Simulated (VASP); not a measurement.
# Si (R-3m) in VASP: notebook, part 2 of 2

VASP 6.6.1. The steps go on from the part before.

### Step 3. Single point, PBE (epitaxial 111 strain +1.0%)

File INCAR:

```
ALGO = Normal
EDIFF = 1E-6
ENCUT = 520
GGA = PE
ISIF = 2
ISMEAR = -1
LASPH = T
LCHARG = F
LREAL = F
LWAVE = F
NBANDS = 11
NELM = 100
PREC = Accurate
SIGMA = 0.02
```

File KPOINTS:

```
k-points
0
Gamma
  8 8 8
```

File POSCAR:

```
Si
1.0
   -0.0254281273      2.7239119573      2.7239119573
    2.7239119573     -0.0254281273      2.7239119573
    2.7239119573      2.7239119573     -0.0254281273
Si
2
Direct
   -0.0005705493     -0.0005705493     -0.0005705493
    0.2505705493      0.2505705493      0.2505705493
```

Potentials or basis: VASP PAW PBE potentials, release 64 (Si).

The run is started by

```console
$ cat potpaw_PBE.64/Si/POTCAR > POTCAR
$ mpirun -np 1 vasp_std > vasp.out
```

OUTCAR:

```text
EDIFF = 1E-6
   ENCUT = 520
   GGA = PE
   ISIF = 2
   ISMEAR = -1
   LASPH = T
   LREAL = F
   NELM = 100
   PREC = Accurate

 ion  position               nearest neighbor table
   1  0.999  0.999  0.999-   2 2.36   2 2.37   2 2.37   2 2.37
   2  0.251  0.251  0.251-   1 2.36   1 2.37   1 2.37   1 2.37

  LATTYP: Found a trigonal (rhomboedric) cell.
 ALAT       =     3.8522771567
 COS(alpha) =     0.4906434712

  Lattice vectors:

 A1 = (  -0.0254281273,   2.7239119573,   2.7239119573)
 A2 = (   2.7239119573,  -0.0254281273,   2.7239119573)
 A3 = (   2.7239119573,   2.7239119573,  -0.0254281273)

Analysis of symmetry for initial positions (statically):
=====================================================================
 Subroutine PRICEL returns:
 Original cell was already a primitive cell.

 Routine SETGRP: Setting up the symmetry group for a
 trigonal (rhombohedral) supercell.

 Subroutine GETGRP returns: Found 12 space group operations
 (whereof  6 operations were pure point group operations)
[... 172 lines left out ...]

 k-point     1 :       0.0000    0.0000    0.0000
  band No.  band energies     occupation
      1      -6.2050      2.00000
      2       5.5555      2.00000
      3       5.5555      2.00000
      4       5.6709      2.00000
      5       8.0978      0.00000
      6       8.0978      0.00000
      7       8.2013      0.00000
      8       8.7534      0.00000
      9      13.3023      0.00000
     10      13.3023      0.00000
     11      13.4642      0.00000
[... 309 lines left out ...]
 k-point    24 :       0.3750    0.1250    0.1250
  band No.  band energies     occupation
      1      -4.9774      2.00000
      2       0.9849      2.00000
      3       3.4058      2.00000
      4       4.8164      2.00000
      5       8.2302      0.00000
      6       9.2197      0.00000
      7       9.4433      0.00000
      8      11.6896      0.00000
      9      11.9918      0.00000
     10      15.4349      0.00000
     11      15.6917      0.00000

 [... further k-points ...]

------------------------ aborting loop because EDIFF is reached ----------------------------------------

  FORCE on cell =-STRESS in cart. coord.  units (eV):
  Direction    XX          YY          ZZ          XY          YZ          ZX
  --------------------------------------------------------------------------------------
  -------------------------------------------------------------------------------------
  Total       -0.0547637     -0.0547637     -0.0547637      0.1794542      0.1794542      0.1794542
  in kB       -2.1406953     -2.1406953     -2.1406953      7.0148140      7.0148140      7.0148140
  external PRESSURE =      -2.1406953 kB  Pullay stress =       0.0000000 kB

 VOLUME and BASIS-vectors are now :
 -----------------------------------------------------------------------------
  energy-cutoff  :      520.00
  volume of cell :       40.99
      direct lattice vectors                 reciprocal lattice vectors
    -0.025428127  2.723911957  2.723911957    -0.181008989  0.182714657  0.182714657
     2.723911957 -0.025428127  2.723911957     0.182714657 -0.181008989  0.182714657
     2.723911957  2.723911957 -0.025428127     0.182714657  0.182714657 -0.181008989

 POSITION                                       TOTAL-FORCE (eV/Angst)
 -----------------------------------------------------------------------------------
      5.41930      5.41930      5.41930        -0.003930     -0.003930     -0.003930
      1.35869      1.35869      1.35869         0.003930      0.003930      0.003930
 -----------------------------------------------------------------------------------
    total drift:                                0.000000      0.000000      0.000000

  FREE ENERGIE OF THE ION-ELECTRON SYSTEM (eV)
  ---------------------------------------------------
  free  energy   TOTEN  =       -10.8435453637 eV

  energy  without entropy=      -10.8435453600  energy(sigma->0) =      -10.84354536
```

OSZICAR:

```text
N       E                     dE             d eps       ncg     rms          rms(c)
DAV:   1     0.610467561308E+01    0.61047E+01   -0.31650E+03  1438   0.563E+02
DAV:   2    -0.104909830551E+02   -0.16596E+02   -0.15774E+02  1891   0.825E+01
DAV:   3    -0.110076260385E+02   -0.51664E+00   -0.51534E+00  1824   0.122E+01
DAV:   4    -0.110116026163E+02   -0.39766E-02   -0.39760E-02  1717   0.135E+00
DAV:   5    -0.110116438800E+02   -0.41264E-04   -0.41264E-04  1806   0.127E-01    0.474E+00
DAV:   6    -0.108957357175E+02    0.11591E+00   -0.65135E-02  1627   0.105E+00    0.288E+00
DAV:   7    -0.108420192141E+02    0.53717E-01   -0.12771E-01  1628   0.158E+00    0.167E-01
DAV:   8    -0.108433074145E+02   -0.12882E-02   -0.58717E-03  1660   0.414E-01    0.809E-02
DAV:   9    -0.108435170058E+02   -0.20959E-03   -0.20362E-04  1783   0.870E-02    0.580E-02
DAV:  10    -0.108435438413E+02   -0.26836E-04   -0.23089E-05  1694   0.273E-02    0.621E-03
DAV:  11    -0.108435450980E+02   -0.12567E-05   -0.28473E-06  1738   0.896E-03    0.354E-03
DAV:  12    -0.108435453637E+02   -0.26570E-06   -0.25119E-07  1043   0.314E-03
   1 F= -.10843545E+02 E0= -.10843545E+02  d E =-.369045E-08
```

Run time: 48 s. Hardware: 1 thread of Intel Xeon 6975P-C, shared host; peak memory 0.17 GiB.

Results:

* Free energy: -10.8435 eV
* Pressure: -0.2 GPa
* Largest force: 0.007 eV/Å
* Band gap on the k mesh: 0.57 eV, indirect (least direct gap 2.43 eV)

Forces in eV/Å, atoms in the order of the input:
```
Si  -0.004 -0.004 -0.004
Si   0.004  0.004  0.004
```

Caveat: the cell differs from its parent crystal (epitaxial 111 strain +1.0%).
